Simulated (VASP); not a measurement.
A run of VASP 6.6.1 is set up as follows.

INCAR

```
SYSTEM = B3P
PREC     = Accurate       ! precision mode
ENCUT    = 500            ! plane-wave cutoff, eV
EDIFF    = 1E-7           ! SCF threshold, eV
ISMEAR   = 0              ! smearing method
SIGMA    = 0.1            ! smearing width, eV
LREAL    = .FALSE.        ! projectors in reciprocal space
LASPH    = .TRUE.         ! aspherical terms in the spheres
NELM     = 120            ! most SCF steps
ALGO     = Normal         ! electronic algorithm
ISIF     = 3              ! what is computed and relaxed
LWAVE    = .FALSE.        ! write WAVECAR
LCHARG   = .FALSE.        ! write CHGCAR
GGA      = PE             ! functional
IBRION   = 2              ! ionic algorithm
NSW      = 90             ! ionic steps
EDIFFG   = -0.04          ! ionic threshold
GGA_COMPAT= .FALSE.      
NELMIN   = 4
```

Contents of KPOINTS:

```
regular mesh
0
G
  6 6 6
  0 0 0
```

File POSCAR:

```
B3P
1.0
    3.9276286300      0.0000000000      0.0000000000
   -1.9638143200      3.4014261700      0.0000000000
    0.0000000000      0.0000000000      3.3219461100
B P
3 1
Direct
    0.5603524900      0.4396475100      0.5000000000
    0.5603524900      0.1207049800      0.5000000000
    0.8792950200      0.4396475100      0.5000000000
    0.3333333300      0.6666666700      0.0000000000
```

Potentials or basis: VASP PAW PBE potentials, release 64 (B, P).

Launch:

```console
$ cat potpaw_PBE.64/B/POTCAR potpaw_PBE.64/P/POTCAR > POTCAR
$ mpirun -np 1 vasp_std > vasp.out
```

Task: What does it give for the relaxed cell?

Result: a = 3.744 Å, b = 3.744 Å, c = 3.285 Å, α = 90.00°, β = 90.00°, γ = 120.00°.

Task: Estimate the space group after relaxing (to 0.05 Å).

Result: P-6m2 (No. 187).

Final structure:
```cif
data_structure
_symmetry_space_group_name_H-M 'P 1'
_symmetry_Int_Tables_number 1
_cell_length_a 3.7438
_cell_length_b 3.7438
_cell_length_c 3.2851
_cell_angle_alpha 90.000
_cell_angle_beta 90.000
_cell_angle_gamma 120.000
_cell_volume 39.87
loop_
_atom_site_label
_atom_site_type_symbol
_atom_site_fract_x
_atom_site_fract_y
_atom_site_fract_z
_atom_site_occupancy
B1 B 0.51140 0.48860 0.50000 1
B2 B 0.51140 0.02279 0.50000 1
B3 B 0.97721 0.48860 0.50000 1
P1 P 0.33333 0.66667 0.00000 1
```
